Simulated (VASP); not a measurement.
# Re (Fm-3m) in VASP: relaxation of cell and atoms with LDA

Aim: the relaxation of cell and atoms of Re with LDA.

All numbers are computed with VASP 6.6.1; they aren't measurements. Logs are shortened: lines on timing, memory, paths and dates and some standing lists are left out, and cuts for length are marked.

### Step 1. The cell of the first run

It takes space group Fm-3m (No. 225, cubic). The conventional cell has a = 3.890 Å, b = 3.890 Å, c = 3.890 Å, α = 90.00°, β = 90.00°, γ = 90.00°. Re (site symmetry m-3m) has 12 Re at 2.75 Å within 3.6 Å.

This isn't the form of Re at room conditions, which is hcp.

### Step 2. Relaxation of cell and atoms, LDA

INCAR

```
SYSTEM = Re
PREC = Accurate ; ENCUT = 600
EDIFF = 1E-7 ; ISMEAR = 1
SIGMA = 0.1 ; LREAL = .FALSE.
LASPH = .TRUE. ; NELM = 120
ALGO = Normal ; ISIF = 3
LWAVE = .FALSE. ; LCHARG = .FALSE.
IBRION = 2 ; NSW = 80
EDIFFG = -0.02 ; GGA_COMPAT = .FALSE.
NELMIN = 4
```

KPOINTS

```
Automatic mesh
0
G
  11 11 11
  0 0 0
```

POSCAR

```
Re
1.0
    0.0000000000      1.9450000000      1.9450000000
    1.9450000000      0.0000000000      1.9450000000
    1.9450000000      1.9450000000      0.0000000000
Re
1
Direct
    0.0000000000      0.0000000000      0.0000000000
```

Potentials or basis: VASP PAW LDA potentials, release 64 (Re).

Launch:

```bash
> cat potpaw_LDA.64/Re/POTCAR > POTCAR
> mpirun -np 1 vasp_std > vasp.out
```

OUTCAR:

```text
SYSTEM = Re
   PREC = Accurate
   ENCUT = 600
   EDIFF = 1E-7
   ISMEAR = 1
   LREAL = .FALSE.
   LASPH = .TRUE.
   NELM = 120
   ISIF = 3
   IBRION = 2
   NSW = 80
   EDIFFG = -0.02
   NELMIN = 4

 ion  position               nearest neighbor table
   1  0.000  0.000  0.000-

  LATTYP: Found a face centered cubic cell.
 ALAT       =     3.8900000000

  Lattice vectors:

 A1 = (   0.0000000000,   1.9450000000,   1.9450000000)
 A2 = (   1.9450000000,   0.0000000000,   1.9450000000)
 A3 = (   1.9450000000,   1.9450000000,   0.0000000000)

Analysis of symmetry for initial positions (statically):
=====================================================================
 Subroutine PRICEL returns:
 Original cell was already a primitive cell.

 Routine SETGRP: Setting up the symmetry group for a
 face centered cubic supercell.

 Subroutine GETGRP returns: Found 48 space group operations
 (whereof 48 operations were pure point group operations)
 out of a pool of 48 trial point group operations.

The static configuration has the point symmetry O_h .

Analysis of symmetry for dynamics (positions and initial velocities):
=====================================================================
 Subroutine PRICEL returns:
 Original cell was already a primitive cell.

 Routine SETGRP: Setting up the symmetry group for a
 face centered cubic supercell.

 Subroutine GETGRP returns: Found 48 space group operations
 (whereof 48 operations were pure point group operations)
 out of a pool of 48 trial point group operations.

The dynamic configuration has the point symmetry O_h .

 Subroutine INISYM returns: Found 48 space group operations
 (whereof 48 operations are pure point group operations),
 and found     1 'primitive' translations

----------------------------------------------------------------------------------------

                                     Primitive cell

  volume of cell :      14.7160

  direct lattice vectors                    reciprocal lattice vectors
     0.000000000  1.945000000  1.945000000    -0.257069409  0.257069409  0.257069409
     1.945000000  0.000000000  1.945000000     0.257069409 -0.257069409  0.257069409
     1.945000000  1.945000000  0.000000000     0.257069409  0.257069409 -0.257069409

  length of vectors
     2.750645379  2.750645379  2.750645379     0.445257277  0.445257277  0.445257277

  position of ions in fractional coordinates (direct lattice)
     0.000000000  0.000000000  0.000000000

  ion indices of the primitive-cell ions
   primitive index   ion index
                 1           1

----------------------------------------------------------------------------------------

 KPOINTS: Automatic mesh

Automatic generation of k-mesh.
 Grid dimensions read from file:
 generate k-points for:   11   11   11

 Generating k-lattice:

  Cartesian coordinates                     Fractional coordinates (reciprocal lattice)
    -0.023369946  0.023369946  0.023369946     0.090909091  0.000000000  0.000000000
     0.023369946 -0.023369946  0.023369946     0.000000000  0.090909091  0.000000000
     0.023369946  0.023369946 -0.023369946     0.000000000  0.000000000  0.090909091

  Length of vectors
     0.040477934  0.040477934  0.040477934

  Shift w.r.t. Gamma in fractional coordinates (k-lattice)
     0.000000000  0.000000000  0.000000000

 Subroutine IBZKPT returns following result:
 ===========================================

 Found     56 irreducible k-points:

 Following reciprocal coordinates:
            Coordinates               Weight
  0.000000  0.000000  0.000000      1.000000
  0.090909  0.000000  0.000000      8.000000
  0.181818  0.000000  0.000000      8.000000
  0.272727  0.000000  0.000000      8.000000
  0.363636  0.000000  0.000000      8.000000
  0.454545  0.000000  0.000000      8.000000
[... 16 lines left out ...]
 -0.272727  0.181818  0.000000     24.000000
 -0.181818  0.181818  0.000000     12.000000
 [... further k-points ...]
   k-points           NKPTS =     56   k-points in BZ     NKDIM =     56   number of bands    NBANDS=      7
   number of dos      NEDOS =    301   number of ions     NIONS =      1
   total plane-waves  NPLWV =  13824
   dimension x,y,z NGX =    24 NGY =   24 NGZ =   24
   dimension x,y,z NGXF=    48 NGYF=   48 NGZF=   48
   ions per type =               1
   NGX,Y,Z   is equivalent  to a cutoff of  14.51, 14.51, 14.51 a.u.
   NGXF,Y,Z  is equivalent  to a cutoff of  29.01, 29.01, 29.01 a.u.
 SYSTEM =  Re
   PREC   = accura    normal or accurate (medium, high low for compatibility)
   ISTART =      0    job   : 0-new  1-cont  2-samecut
   ICHARG =      2    charge: 1-file 2-atom 10-const
   ISPIN  =      1    spin polarized calculation?
   LNONCOLLINEAR =      F non collinear calculations
   LSORBIT =      F    spin-orbit coupling
   LASPH  =      T    aspherical Exc in radial PAW
   ENCUT  =  600.0 eV  44.10 Ry    6.64 a.u.   5.49  5.49  5.49*2*pi/ulx,y,z
   NELM   =    120;   NELMIN=  4; NELMDL= -5     # of ELM steps
   EDIFF  = 0.1E-06   stopping-criterion for ELM
   LREAL  =      F    real-space projection
   EDIFFG = -.2E-01   stopping-criterion for IOM
   NSW    =     80    number of steps for IOM
   IBRION =      2    ionic relax: 0-MD 1-quasi-New 2-CG
   NFREE  =      1    steps in history (QN), initial steepest desc. (CG)
   ISIF   =      3    stress and relaxation
   ISYM   =      2    0-nonsym 1-usesym 2-fastsym
   POTIM  = 0.5000    time-step for ionic-motion
   TEBEG  =    0.0;   TEEND  =   0.0 temperature during run
   PSTRESS=    0.0 pullay stress
   NELECT =       7.0000    total number of electrons
   NUPDOWN=      -1.0000    fix difference up-down
   EMIN   =  10.00;   EMAX   =-10.00  energy-range for DOS
   EFERMI =   0.00;   METHOD = LEGACY
   ISMEAR =     1;   SIGMA  =   0.10  broadening in eV -4-tet -1-fermi 0-gaus
   EFERMI_NEDOS =   21; number of points for ismear=-14 and -15
   IALGO  =     38    algorithm
   IMIX   =      4    mixing-type and parameters
     AMIX     =   0.40;   BMIX     =  1.00
     AMIX_MAG =   1.60;   BMIX_MAG =  1.00
  volume/ion in A,a.u.               =      14.72        99.31
  Fermi-wavevector in a.u.,A,eV,Ry     =   1.277942  2.414961 22.220171  1.633136
  Thomas-Fermi vector in A             =   2.410513
   LORBIT       =      0    0 simple, 1 ext, 2 COOP (PROOUT), +10 PAW based schemes
   GGA     = CA    functional components
   LHFCALC =     F    Hartree Fock is set to
   AEXX    =    0.0000 exact exchange contribution
   IVDW    =     0    specifies the selected vdW correction
   LEPSILON=     F    determine dielectric tensor
   LRPA    =     F    only Hartree local field effects (RPA)
 conjugate gradient relaxation of ions
 non-spin polarized calculation
 Methfessel and Paxton  Order N= 1 SIGMA  =   0.10
  energy-cutoff  :      600.00
  volume of cell :       14.72
 maximum number of plane-waves:       531
 NGX is ok and might be reduce to    24
   NGX = 11   NGY = 11   NGZ = 11

--------------------------------------- Ionic step        1  -------------------------------------------

 number of electron       7.0000000 magnetization

 Free energy of the ion-electron system (eV)
  ---------------------------------------------------
  ext. energy  EPLUGINS =         0.00000000
  ---------------------------------------------------
  free energy    TOTEN  =       -13.69079628 eV

  energy without entropy =      -13.68925529  energy(sigma->0) =      -13.69028262

------------------------ aborting loop because EDIFF is reached ----------------------------------------

  FORCE on cell =-STRESS in cart. coord.  units (eV):
  Direction    XX          YY          ZZ          XY          YZ          ZX
  --------------------------------------------------------------------------------------
  -------------------------------------------------------------------------------------
  Total       -0.7248173     -0.7248173     -0.7248173      0.0000000      0.0000000     -0.0000000
  in kB      -78.9133184    -78.9133184    -78.9133184      0.0000000      0.0000000     -0.0000000
  external PRESSURE =     -78.9133184 kB  Pullay stress =       0.0000000 kB
[... 90 lines left out ...]
  energy  without entropy=      -13.6965917552  energy(sigma->0) =      -13.69761497

--------------------------------------- Ionic step        4  -------------------------------------------

 number of electron       7.0000000 magnetization

 Free energy of the ion-electron system (eV)
  ---------------------------------------------------
  ext. energy  EPLUGINS =         0.00000000
  ---------------------------------------------------
  free energy    TOTEN  =       -13.69813988 eV

  energy without entropy =      -13.69660504  energy(sigma->0) =      -13.69762827

 E-fermi :   8.3838     XC(G=0): -13.9481

 val. band max:        8.3801212255   @ k =   0.2727   0.1818   0.0909
 cond. band min:       8.4040070228   @ k =  -0.4545   0.2727   0.0909
 fundamental gap:      0.0238857973
 Fermi energy:         8.3837902657

 k-point     1 :       0.0000    0.0000    0.0000
  band No.  band energies     occupation
      1      -1.8294      2.00000
      2       6.3846      2.00000
      3       6.3846      2.00000
      4       6.3846      2.00000
      5       9.6577     -0.00000
      6       9.6577     -0.00000
      7      22.3549      0.00000
[... 221 lines left out ...]
 k-point    24 :      -0.1818    0.1818    0.0000
  band No.  band energies     occupation
      1       1.5618      2.00000
      2       4.9022      2.00000
      3       6.4009      2.00000
      4       8.0169      2.00000
      5       8.0837      2.00019
      6      11.8574      0.00000
      7      23.5571      0.00000

 [... further k-points ...]

------------------------ aborting loop because EDIFF is reached ----------------------------------------

  FORCE on cell =-STRESS in cart. coord.  units (eV):
  Direction    XX          YY          ZZ          XY          YZ          ZX
  --------------------------------------------------------------------------------------
  -------------------------------------------------------------------------------------
  Total       -0.0044996     -0.0044996     -0.0044996      0.0000000     -0.0000000     -0.0000000
  in kB       -0.4997497     -0.4997497     -0.4997497      0.0000000     -0.0000000     -0.0000000
  external PRESSURE =      -0.4997497 kB  Pullay stress =       0.0000000 kB
[... 16 lines left out ...]
  FREE ENERGIE OF THE ION-ELECTRON SYSTEM (eV)
  ---------------------------------------------------
  free  energy   TOTEN  =       -13.6981398801 eV

  energy  without entropy=      -13.6966050386  energy(sigma->0) =      -13.69762827

 reached required accuracy - stopping structural energy minimisation
```

It took 33 s on 1 thread of AMD EPYC 7R43 (Zen 3), shared host; peak memory 0.11 GiB.

What came out:

| Item | Value |
| --- | --- |
| Free energy | -13.6981 eV |
| Relaxed volume | 14.43 Å³/atom |
| Relaxed cell | a = 2.732 Å, b = 2.732 Å, c = 2.732 Å, α = 60.00°, β = 60.00°, γ = 60.00° |
| Space group after relaxing (to 0.1 Å) | Fm-3m (No. 225) |
| Energy gained by relaxing | 7.3 meV/atom |
| Ionic steps | 4 |
| Pressure after relaxing | 0.0 GPa |
| Band gap on the k mesh | zero (an odd number of electrons rules out a gap without spin polarisation) |

Step by step:
```tsv
step	energy change (eV)	largest force (eV/Å)	pressure (GPa)	volume (Å³)
1	0.0000	0.0000	-7.89	14.72
2	0.1434	0.0000	43.67	13.23
3	-0.0073	0.0000	-0.35	14.44
4	-0.0073	0.0000	-0.05	14.43
```

Final structure:
```xyz
1
Lattice="0.0000 1.9321 1.9321 1.9321 0.0000 1.9321 1.9321 1.9321 0.0000" Properties=species:S:1:pos:R:3 pbc="T T T"
Re    0.0000    1.9321    1.9321
```

Caveat: spin-orbit coupling is left out, which moves the levels of the heavy elements.
